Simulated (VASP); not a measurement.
# SnSe (R-3m) in VASP: a series of runs

The runs below take SnSe through single point, with HSE06, PBE.

Program: VASP 6.6.1. These are calculated values, not measurements. Logs are shortened: lines on timing, memory, paths and dates and some standing lists are left out, and cuts for length are marked.

## Step 1: The cell of the first run

Symmetry: R-3m, No. 166, trigonal system. The conventional cell has a = 4.308 Å, b = 4.308 Å, c = 10.235 Å, α = 90.00°, β = 90.00°, γ = 120.00°. Sn (site symmetry -3m) has 6 Se at 3.02 Å within 4.0 Å. Se (site symmetry -3m) has 6 Sn at 3.02 Å within 4.0 Å.

## Step 2: Single point, HSE06 (epitaxial 111 strain +1.5%)

Contents of POSCAR:

```
SnSe
1.0
   -0.0612697125      2.9852747159      2.9852747159
    2.9852747159     -0.0612697125      2.9852747159
    2.9852747159      2.9852747159     -0.0612697125
Sn Se
1 1
Direct
    0.0000000000      0.0000000000      0.0000000000
    0.5000000000      0.5000000000      0.5000000000
```

Contents of INCAR.step1:

```
ALGO = Normal ; EDIFF = 1E-5
ENCUT = 520 ; GGA = PE
ISIF = 2 ; ISMEAR = -1
LASPH = True ; LREAL = False
LWAVE = True ; NBANDS = 17
NELM = 100 ; PREC = Accurate
SIGMA = 0.02
```

Contents of INCAR.step2:

```
ALGO = Normal ; EDIFF = 1E-7
ENCUT = 520 ; GGA = PE
HFSCREEN = 0.2079 ; ISIF = 2
ISMEAR = -1 ; ISTART = 1
LASPH = True ; LCHARG = True
LELF = True ; LHFCALC = True
LREAL = False ; LVHAR = True
LWAVE = False ; NBANDS = 17
NELM = 100 ; PREC = Accurate
PRECFOCK = Normal ; SIGMA = 0.02
```

Contents of KPOINTS:

```
k-points
0
Gamma
  6 6 6
```

Potentials or basis: VASP PAW PBE potentials, release 64 (Sn_d, Se).

Started as:

```
> cat potpaw_PBE.64/Sn_d/POTCAR potpaw_PBE.64/Se/POTCAR > POTCAR
> cp INCAR.step1 INCAR
> mpirun -np 1 vasp_std > vasp.out
> cp INCAR.step2 INCAR
> mpirun -np 1 vasp_std > vasp.out
```

OUTCAR:

```text
EDIFF = 1E-7
   ENCUT = 520
   GGA = PE
   HFSCREEN = 0.2079
   ISIF = 2
   ISMEAR = -1
   ISTART = 1
   LASPH = True
   LHFCALC = True
   LREAL = False
   NELM = 100
   PREC = Accurate
   PRECFOCK = Normal

 ion  position               nearest neighbor table
   1  0.000  0.000  0.000-   2 3.02   2 3.02   2 3.02   2 3.02   2 3.02   2 3.02
   2  0.500  0.500  0.500-   1 3.02   1 3.02   1 3.02   1 3.02   1 3.02   1 3.02

  LATTYP: Found a trigonal (rhomboedric) cell.
 ALAT       =     4.2222605600
 COS(alpha) =     0.4793750576

  Lattice vectors:

 A1 = (  -0.0612697125,   2.9852747159,   2.9852747159)
 A2 = (   2.9852747159,  -0.0612697125,   2.9852747159)
 A3 = (   2.9852747159,   2.9852747159,  -0.0612697125)

Analysis of symmetry for initial positions (statically):
=====================================================================
 Subroutine PRICEL returns:
 Original cell was already a primitive cell.

 Routine SETGRP: Setting up the symmetry group for a
 trigonal (rhombohedral) supercell.

 Subroutine GETGRP returns: Found 12 space group operations
 (whereof 12 operations were pure point group operations)
 out of a pool of 12 trial point group operations.

The static configuration has the point symmetry D_3d.

Analysis of symmetry for dynamics (positions and initial velocities):
=====================================================================
 Subroutine PRICEL returns:
 Original cell was already a primitive cell.

 Routine SETGRP: Setting up the symmetry group for a
 trigonal (rhombohedral) supercell.

 Subroutine GETGRP returns: Found 12 space group operations
 (whereof 12 operations were pure point group operations)
 out of a pool of 12 trial point group operations.

The dynamic configuration has the point symmetry D_3d.

 Subroutine INISYM returns: Found 12 space group operations
 (whereof 12 operations are pure point group operations),
 and found     1 'primitive' translations

----------------------------------------------------------------------------------------

                                     Primitive cell

  volume of cell :      54.8466

  direct lattice vectors                    reciprocal lattice vectors
    -0.061269712  2.985274716  2.985274716    -0.162418707  0.165822034  0.165822034
     2.985274716 -0.061269712  2.985274716     0.165822034 -0.162418707  0.165822034
     2.985274716  2.985274716 -0.061269712     0.165822034  0.165822034 -0.162418707

  length of vectors
     4.222260560  4.222260560  4.222260560     0.285260811  0.285260811  0.285260811

  position of ions in fractional coordinates (direct lattice)
     0.000000000  0.000000000  0.000000000
     0.500000000  0.500000000  0.500000000

  ion indices of the primitive-cell ions
   primitive index   ion index
                 1           1
                 2           2

----------------------------------------------------------------------------------------

 KPOINTS: k-points

Automatic generation of k-mesh.
 Grid dimensions read from file:
 generate k-points for:    6    6    6

 Generating k-lattice:

  Cartesian coordinates                     Fractional coordinates (reciprocal lattice)
    -0.027069784  0.027637006  0.027637006     0.166666667  0.000000000  0.000000000
     0.027637006 -0.027069784  0.027637006     0.000000000  0.166666667  0.000000000
     0.027637006  0.027637006 -0.027069784     0.000000000  0.000000000  0.166666667

  Length of vectors
     0.047543469  0.047543469  0.047543469

  Shift w.r.t. Gamma in fractional coordinates (k-lattice)
     0.000000000  0.000000000  0.000000000

 Subroutine IBZKPT returns following result:
 ===========================================

 Found     32 irreducible k-points:

 Following reciprocal coordinates:
            Coordinates               Weight
  0.000000  0.000000  0.000000      1.000000
  0.166667  0.000000  0.000000      6.000000
  0.333333  0.000000  0.000000      6.000000
  0.500000  0.000000 -0.000000      3.000000
  0.166667  0.166667  0.000000      6.000000
  0.333333  0.166667  0.000000     12.000000
[... 16 lines left out ...]
  0.500000  0.500000  0.166667      6.000000
 -0.333333  0.500000  0.166667     12.000000
 [... further k-points ...]
   k-points           NKPTS =     32   k-points in BZ     NKDIM =    216   number of bands    NBANDS=     17
   number of dos      NEDOS =    301   number of ions     NIONS =      2
   total plane-waves  NPLWV =  32768
   dimension x,y,z NGX =    32 NGY =   32 NGZ =   32
   dimension x,y,z NGXF=    64 NGYF=   64 NGZF=   64
   ions per type =               1   1
   NGX,Y,Z   is equivalent  to a cutoff of  12.60, 12.60, 12.60 a.u.
   NGXF,Y,Z  is equivalent  to a cutoff of  25.20, 25.20, 25.20 a.u.
 SYSTEM =  unknown system
   PREC   = accura    normal or accurate (medium, high low for compatibility)
   ISTART =      1    job   : 0-new  1-cont  2-samecut
   ICHARG =      0    charge: 1-file 2-atom 10-const
   ISPIN  =      1    spin polarized calculation?
   LNONCOLLINEAR =      F non collinear calculations
   LSORBIT =      F    spin-orbit coupling
   LASPH  =      T    aspherical Exc in radial PAW
   ENCUT  =  520.0 eV  38.22 Ry    6.18 a.u.   7.85  7.85  7.85*2*pi/ulx,y,z
   NELM   =    100;   NELMIN=  2; NELMDL=  0     # of ELM steps
   EDIFF  = 0.1E-06   stopping-criterion for ELM
   LREAL  =      F    real-space projection
   EDIFFG = 0.1E-05   stopping-criterion for IOM
   NSW    =      0    number of steps for IOM
   IBRION =     -1    ionic relax: 0-MD 1-quasi-New 2-CG
   NFREE  =      0    steps in history (QN), initial steepest desc. (CG)
   ISIF   =      2    stress and relaxation
   ISYM   =      3    0-nonsym 1-usesym 2-fastsym
   POTIM  = 0.5000    time-step for ionic-motion
   TEBEG  =    0.0;   TEEND  =   0.0 temperature during run
   PSTRESS=    0.0 pullay stress
   NELECT =      20.0000    total number of electrons
   NUPDOWN=      -1.0000    fix difference up-down
   EMIN   =  10.00;   EMAX   =-10.00  energy-range for DOS
   EFERMI =   0.00;   METHOD = LEGACY
   ISMEAR =    -1;   SIGMA  =   0.02  broadening in eV -4-tet -1-fermi 0-gaus
   EFERMI_NEDOS =   21; number of points for ismear=-14 and -15
   IALGO  =     38    algorithm
   IMIX   =      1    mixing-type and parameters
     AMIX     =   0.40;   BMIX     =  1.00
     AMIX_MAG =   1.60;   BMIX_MAG =  1.00
  volume/ion in A,a.u.               =      27.42       185.06
  Fermi-wavevector in a.u.,A,eV,Ry     =   1.169594  2.210211 18.612077  1.367949
  Thomas-Fermi vector in A             =   2.306064
   LORBIT       =      0    0 simple, 1 ext, 2 COOP (PROOUT), +10 PAW based schemes
   GGA     = PE    functional components
   LHFCALC =     T    Hartree Fock is set to
   PRECFOCK=normal    Normal, Fast or Accurate (Low or Medium for compatibility)
   ENCUT4O =  -1.0   cutoff for four orbital integrals eV
   NKREDX  =     1    reduce k-point grid by
   NKREDY  =     1    reduce k-point grid by
   NKREDZ  =     1    reduce k-point grid by
   AEXX    =    0.2500 exact exchange contribution
   HFSCREEN=    0.2079 screening length (either q_TF or 0.3 A-1)
   HFSCREENC=   0.2079 screening length for correlation (either q_TF or 0.3 A-1)
   ENCUTFOCK=  -1.0 apply spherical cutoff to Coloumb kernel
   IVDW    =     0    specifies the selected vdW correction
   LEPSILON=     F    determine dielectric tensor
   LRPA    =     F    only Hartree local field effects (RPA)
 non-spin polarized calculation
  energy-cutoff  :      520.00
  volume of cell :       54.85
 maximum number of plane-waves:      1487
  NGX = 24; NGY = 24; NGZ = 24

 number of electron      20.0000001 magnetization

 Free energy of the ion-electron system (eV)
  ---------------------------------------------------
  ext. energy  EPLUGINS =         0.00000000
  ---------------------------------------------------
  free energy    TOTEN  =        -9.76569700 eV

  energy without entropy =       -9.76561848  energy(sigma->0) =       -9.76565774

 E-fermi :   5.7434     XC(G=0):  -7.9789

 val. band max:        5.6601459346   @ k =   0.5000   0.0000  -0.0000
 cond. band min:       5.8040859432   @ k =   0.5000   0.5000   0.5000
 fundamental gap:      0.1439400086
 Fermi energy:         5.7434178963

 k-point     1 :       0.0000    0.0000    0.0000
  band No.  band energies     occupation
      1     -18.5730      2.00000
      2     -18.5730      2.00000
      3     -18.5682      2.00000
      4     -18.5662      2.00000
      5     -18.5662      2.00000
      6     -10.0527      2.00000
[... 9 lines left out ...]
     16      12.0570      0.00000
     17      14.1388      0.00000

 k-point     2 :       0.1667    0.0000    0.0000
  band No.  band energies     occupation
      1     -18.5755      2.00000
      2     -18.5740      2.00000
      3     -18.5663      2.00000
      4     -18.5655      2.00000
      5     -18.5635      2.00000
      6      -9.8446      2.00000
[... 9 lines left out ...]
     16      12.6695      0.00000
     17      15.8791      0.00000

 k-point     3 :       0.3333    0.0000    0.0000
  band No.  band energies     occupation
      1     -18.5804      2.00000
      2     -18.5777      2.00000
      3     -18.5652      2.00000
      4     -18.5595      2.00000
      5     -18.5579      2.00000
      6      -9.3457      2.00000
[... 9 lines left out ...]
     16      14.4106      0.00000
     17      17.9150      0.00000

 k-point     4 :       0.5000    0.0000   -0.0000
  band No.  band energies     occupation
      1     -18.5828      2.00000
      2     -18.5796      2.00000
      3     -18.5648      2.00000
      4     -18.5564      2.00000
      5     -18.5552      2.00000
      6      -9.0310      2.00000
[... 9 lines left out ...]
     16      16.0482      0.00000
     17      16.8473      0.00000
[... 343 lines left out ...]
      1     -18.5888      2.00000
      2     -18.5731      2.00000
      3     -18.5668      2.00000
      4     -18.5575      2.00000
      5     -18.5546      2.00000
      6      -8.9946      2.00000
[... 9 lines left out ...]
     16      16.2303      0.00000
     17      16.5392      0.00000

 k-point    23 :       0.5000    0.5000    0.1667
  band No.  band energies     occupation
      1     -18.5964      2.00000
      2     -18.5708      2.00000
      3     -18.5684      2.00000
      4     -18.5541      2.00000
      5     -18.5512      2.00000
      6      -8.7824      2.00000
[... 9 lines left out ...]
     16      17.3383      0.00000
     17      17.7903      0.00000

 k-point    24 :      -0.3333    0.5000    0.1667
  band No.  band energies     occupation
      1     -18.5960      2.00000
      2     -18.5700      2.00000
      3     -18.5683      2.00000
      4     -18.5564      2.00000
      5     -18.5502      2.00000
      6      -8.6836      2.00000
[... 9 lines left out ...]
     16      17.2776      0.00000
     17      18.9787      0.00000

 [... further k-points ...]

------------------------ aborting loop because EDIFF is reached ----------------------------------------

  FORCE on cell =-STRESS in cart. coord.  units (eV):
  Direction    XX          YY          ZZ          XY          YZ          ZX
  --------------------------------------------------------------------------------------
  -------------------------------------------------------------------------------------
  Total       -0.3266755     -0.3266755     -0.3266755      0.1302558      0.1302558      0.1302558
  in kB       -9.5428377     -9.5428377     -9.5428377      3.8050299      3.8050299      3.8050299
  external PRESSURE =      -9.5428377 kB  Pullay stress =       0.0000000 kB

 VOLUME and BASIS-vectors are now :
 -----------------------------------------------------------------------------
  energy-cutoff  :      520.00
  volume of cell :       54.85
      direct lattice vectors                 reciprocal lattice vectors
    -0.061269712  2.985274716  2.985274716    -0.162418707  0.165822034  0.165822034
     2.985274716 -0.061269712  2.985274716     0.165822034 -0.162418707  0.165822034
     2.985274716  2.985274716 -0.061269712     0.165822034  0.165822034 -0.162418707

 POSITION                                       TOTAL-FORCE (eV/Angst)
 -----------------------------------------------------------------------------------
      0.00000      0.00000      0.00000         0.000000     -0.000000      0.000000
      2.95464      2.95464      2.95464        -0.000000      0.000000     -0.000000
 -----------------------------------------------------------------------------------
    total drift:                                0.000001     -0.000001      0.000000

  FREE ENERGIE OF THE ION-ELECTRON SYSTEM (eV)
  ---------------------------------------------------
  free  energy   TOTEN  =        -9.7656969958 eV

  energy  without entropy=       -9.7656184803  energy(sigma->0) =       -9.76565774
```

Run time: 80 min. Hardware: 1 thread of Intel Xeon 6975P-C (Granite Rapids), shared host; peak memory 0.32 GiB.

What came out:

```yaml
Free_energy: -9.7657 eV
Pressure: -1.0 GPa
Band_gap_on_the_k_mesh: 0.14 eV (least direct gap 0.34 eV)
```

Caveat: the cell differs from its parent crystal (epitaxial 111 strain +1.5%); the structure was generated, so it needn't be the stable form of SnSe; the PAW data sets were made with another functional, which shifts forces and pressure a little; spin-orbit coupling is left out, which moves the levels of the heavy elements.

## Step 3: Single point, PBE (epitaxial 111 strain +1.5%)

Contents of INCAR:

```
SYSTEM = SnSe
ALGO = Normal ; EDIFF = 1E-6
ENCUT = 520 ; GGA = PE
ISIF = 2 ; ISMEAR = -1
LASPH = .True. ; LCHARG = .False.
LREAL = .False. ; LWAVE = .False.
NBANDS = 17 ; NELM = 100
PREC = Accurate ; SIGMA = 0.02
```

Contents of KPOINTS:

```
k-points
0
Gamma
  8 8 8
  0 0 0
```

POSCAR is that of step 2.

Potentials or basis: VASP PAW PBE potentials, release 64 (Sn_d, Se).

Started as:

```
> cat potpaw_PBE.64/Sn_d/POTCAR potpaw_PBE.64/Se/POTCAR > POTCAR
> mpirun -np 1 vasp_std > vasp.out
```

Run time: 16 s. Hardware: 1 thread of Intel Xeon 6975P-C (Granite Rapids), shared host; peak memory 0.21 GiB.

The run converged. Its results:

| Item | Value |
| --- | --- |
| Free energy | -8.2167 eV |
| Pressure | 0.6 GPa |
| Band gap on the k mesh | 0.37 eV (least direct gap 0.55 eV) |

Stress tensor (GPa, compression positive):
```
0.60 0.36 0.36
0.36 0.60 0.36
0.36 0.36 0.60
```

Levels at points of the mesh, in eV from the valence-band top:
| k point | band 8 | band 9 | band 10 | band 11 | band 12 | band 13 |
| --- | --- | --- | --- | --- | --- | --- |
| (0.00, 0.00, 0.00) | -2.29 | -2.29 | -2.04 | 4.22 | 4.29 | 4.29 |
| (0.50, 0.00, 0.00) | -1.98 | -1.89 | 0.00 | 0.57 | 1.21 | 1.35 |
| (0.50, 0.50, 0.00) | -5.46 | -3.74 | -3.54 | 3.02 | 5.22 | 5.30 |
| (0.50, 0.50, 0.50) | -2.05 | -2.05 | -0.18 | 0.37 | 1.06 | 1.06 |

Caveat: the cell differs from its parent crystal (epitaxial 111 strain +1.5%); the structure was generated, so it needn't be the stable form of SnSe; semilocal functionals underestimate gaps, and a narrow one can read as zero; spin-orbit coupling is left out, which moves the levels of the heavy elements.
